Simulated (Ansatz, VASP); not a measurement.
**Two plane-wave programs on Pd**

File INCAR:

```
  PREC = Accurate
  ENCUT = 520
  EDIFF = 1E-6
  ISMEAR = -1
  SIGMA = 0.05
  LREAL = F
  LASPH = T
  NELM = 150
  ALGO = Normal
  ISIF = 2
  LWAVE = F
  LCHARG = F
  ISPIN = 2
  MAGMOM = 0.5
  LORBIT = 11
  LMAXMIX = 4
  NBANDS = 15
```

The input KPOINTS:

```
Automatic mesh
0
Gamma
  23 23 23
```

Contents of POSCAR:

```
Pd
1.0
    0.0000000000      1.8401707567      1.8401707567
    1.8401707567      0.0000000000      1.8401707567
    1.8401707567      1.8401707567      0.0000000000
Pd
1
Direct
    0.0000000000      0.0000000000      0.0000000000
```

Input for Ansatz:

```yaml
crystal:
  lattice:
    - [0.0, 1.8401707567, 1.8401707567]
    - [1.8401707567, 0.0, 1.8401707567]
    - [1.8401707567, 1.8401707567, 0.0]
  atoms:
    - { symbol: Pd, position: [0.0, 0.0, 0.0], spin: 0.5 }
hamiltonian:
  xc: lda
  pseudopotentials:
    kind: paw
    azcp:
      Pd: "pseudopotentials/Pd.paw.azcp"
basis:
  ecutwfc: 420
  fft_grid_basis: typed
kpoints:
  mp_grid: { grid: [23, 23, 23], shift: [0, 0, 0] }
magnetization:
  spin_polarized: true
scf:
  occupations: { method: fermi_dirac, width: 0.05 }
output:
  stress: true
```

Alike in both runs: task single point; functional LDA; k mesh 23 × 23 × 23; occupations fermi-dirac, width 0.05 eV; collinear spin.

|  | VASP | Ansatz |
| --- | --- | --- |
| version | VASP 6.6.1 | Ansatz 0.2.0 |
| potentials or method | VASP PAW LDA potentials, release 64 (Pd), cutoff 520 eV | plane waves (420 eV) with PAW, scalar-relativistic |
| valence electrons in the cell | 10 | 18 |

```csv
,VASP,Ansatz,Ansatz less VASP
net moment per atom (μB),0.00,0.00,0.000
```

Ansatz warns that its potentials were made for another functional, while VASP's fit it. LDA's correlation is that of Perdew and Zunger in VASP and of Perdew and Wang (1992) in Ansatz. VASP's potentials hold 10 valence electrons a cell and Ansatz's 18, so a difference there can come from the potentials and not from the codes. Ansatz's warnings: seeded moment not kept.
